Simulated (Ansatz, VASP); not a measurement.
ZrN in VASP and in Ansatz

The input INCAR:

```
SYSTEM = ZrN
ALGO = Normal ; EDIFF = 1E-6
ENCUT = 600 ; GGA = PS
GGA_COMPAT = .False. ; ISIF = 2
ISMEAR = 0 ; IVDW = 12
LASPH = .True. ; LCHARG = .False.
LREAL = .False. ; LWAVE = .False.
NBANDS = 16 ; NELM = 120
PREC = Accurate ; SIGMA = 0.05
```

The input KPOINTS:

```
k-points
0
Gamma
  8 8 8
  0 0 0
```

POSCAR

```
ZrN
1.0
    0.0000000000      2.2752077139      2.2752077139
    2.2752077139      0.0000000000      2.2752077139
    2.2752077139      2.2752077139      0.0000000000
Zr N
1 1
Direct
    0.5000000000      0.5000000000      0.5000000000
    0.0000000000      0.0000000000      0.0000000000
```

Input for Ansatz:

```yaml
crystal:
  lattice:
    - [0.0, 2.2752077139, 2.2752077139]
    - [2.2752077139, 0.0, 2.2752077139]
    - [2.2752077139, 2.2752077139, 0.0]
  atoms:
    - { symbol: Zr, position: [0.5, 0.5, 0.5] }
    - { symbol: "N", position: [0.0, 0.0, 0.0] }
basis:
  ecutwfc: 420
  ecutrho_ratio: 4
kpoints:
  mp_grid: { grid: [8, 8, 8] }
hamiltonian:
  xc: pbesol
  dispersion: d3bj
scf:
  occupations: { method: gaussian, width: 0.05 }
output:
  forces: true
  stress: true
  eigenvalues: true
```

Alike in both runs: task single point; functional PBEsol; dispersion D3(BJ); k mesh 8 × 8 × 8; occupations gaussian, width 0.05 eV; no spin polarisation.

|  | VASP | Ansatz |
| --- | --- | --- |
| version | VASP 6.6.1 | Ansatz 0.2.0 |
| potentials or method | VASP PAW PBE potentials, release 64 (Zr_sv, N), cutoff 600 eV | scalar-relativistic, plane waves, PAW |
| valence electrons in the cell | 17 | 17 |

|  | VASP | Ansatz | Ansatz less VASP |
| --- | --- | --- | --- |
| gap on the k mesh at the Fermi level (eV) | none | none | - |
| pressure (GPa) | -5.1 | -5.4 | -0.29 |

VASP's potentials were made for PBE, not for PBEsol. A gap of «none» marks a metal or a gap that the smearing closes.
